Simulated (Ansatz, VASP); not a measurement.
# RuS2 in VASP and in Ansatz

The input INCAR:

```
PREC = Accurate
ENCUT = 600
EDIFF = 1E-6
ISMEAR = 0
SIGMA = 0.1
LREAL = False
LASPH = True
NELM = 150
ALGO = Normal
ISIF = 3
LWAVE = False
LCHARG = False
ISPIN = 2
MAGMOM = 0.65 0 0
LORBIT = 11
LMAXMIX = 4
GGA = PE
IVDW = 12
IBRION = 2
NSW = 80
EDIFFG = -0.05
```

KPOINTS

```
regular mesh
0
Gamma
  6 6 4
```

POSCAR

```
RuS2
1.0
    3.4228254641      0.0000000000      0.0000000000
   -1.7114127321      2.9642538047      0.0000000000
    0.0000000000      0.0000000000      5.4774768142
Ru S
1 2
Direct
    0.0000000000      0.0000000000      0.0000000000
    0.6666666667      0.3333333333      0.7476059866
    0.3333333333      0.6666666667      0.2523940134
```

Input for Ansatz:

```yaml
crystal:
  lattice:
    - [3.4228254641, 0.0, 0.0]
    - [-1.7114127321, 2.9642538047, 0.0]
    - [0.0, 0.0, 5.4774768142]
  atoms:
    - { symbol: Ru, position: [0.0, 0.0, 0.0], spin: 0.65 }
    - { symbol: S, position: [0.6666666667, 0.3333333333, 0.7476059866] }
    - { symbol: S, position: [0.3333333333, 0.6666666667, 0.2523940134] }
basis:
  ecutwfc: 420
kpoints:
  mp_grid: { grid: [6, 6, 4] }
hamiltonian:
  xc: pbe
  dispersion: d3bj
scf:
  occupations: { method: gaussian, width: 0.1 }
output:
  forces: true
  stress: true
  eigenvalues: true
  populations: true
magnetization:
  spin_polarized: true
relax:
  adjacent_minimum: "off"
  f_tol: 0.05
  max_steps: 60
  cell: { stress_tol: 0.5 }
```

Alike in both runs: task relaxation of cell and atoms; functional PBE; dispersion D3(BJ); k mesh 6 × 6 × 4; occupations gaussian, width 0.1 eV; collinear spin.

```csv
,VASP,Ansatz
version,VASP 6.6.1,Ansatz 0.2.0
potentials or method,"VASP PAW PBE potentials, release 64 (Ru_pv, S), cutoff 600 eV","scalar-relativistic, plane waves, PAW"
valence electrons in the cell,26,28
```

VASP gave:

- gap on the k mesh at the Fermi level, each at its own relaxed structure (eV): none
- net moment per atom (μB): 0.00
- size of the moment on the site where the two differ most (μB): 0.00
- relaxed volume (Å³/atom): 16.05
- relaxed cell length with the largest relative difference (Å): 4.832

Q: Estimate Ansatz's values.

A: gap on the k mesh at the Fermi level, each at its own relaxed structure (eV): none; net moment per atom (μB): 0.17; size of the moment on the site where the two differ most (μB): 0.35; relaxed volume (Å³/atom): 16.12; relaxed cell length with the largest relative difference (Å): 4.877.

The net moments are unlike, so the other rows may belong to different states. Site moments also hang on the region over which each program counts them. A gap of «none» marks a metal or a gap that the smearing closes. VASP's potentials hold 26 valence electrons a cell and Ansatz's 28, so a difference there can come from the potentials and not from the codes.
